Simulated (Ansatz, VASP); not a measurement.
# ScAl3: VASP beside Ansatz

```
Sc Al
1.0
     4.08554    0.00000    0.00000
     0.00000    4.08554    0.00000
     0.00000    0.00000    4.08554
Sc Al
1 3
Direct
  0.00000 0.00000 0.00000
  0.50000 0.00000 0.50000
  0.00000 0.50000 0.50000
  0.50000 0.50000 0.00000
```

Alike in both runs: functional r2SCAN; k mesh 10 × 10 × 10; occupations gaussian, width 0.1 eV; no spin polarisation.

Ansatz relaxed the structure, and its values are those at the end. VASP's run is a single point on that final structure, the one shown.

```csv
,VASP,Ansatz
version,VASP 6.6.1,Ansatz 0.2.0
potentials or method,"VASP PAW PBE potentials, release 64 (Sc_sv, Al), cutoff 520 eV","scalar-relativistic, plane waves, PAW"
valence electrons in the cell,20,20
```

```tsv
	VASP	Ansatz	Ansatz less VASP
gap on the k mesh at the Fermi level (eV)	none	none	-
pressure (GPa)	0.0	0.0	0.00
```

VASP's potentials were made for PBE, not for r2SCAN. A gap of «none» marks a metal or a gap that the smearing closes.
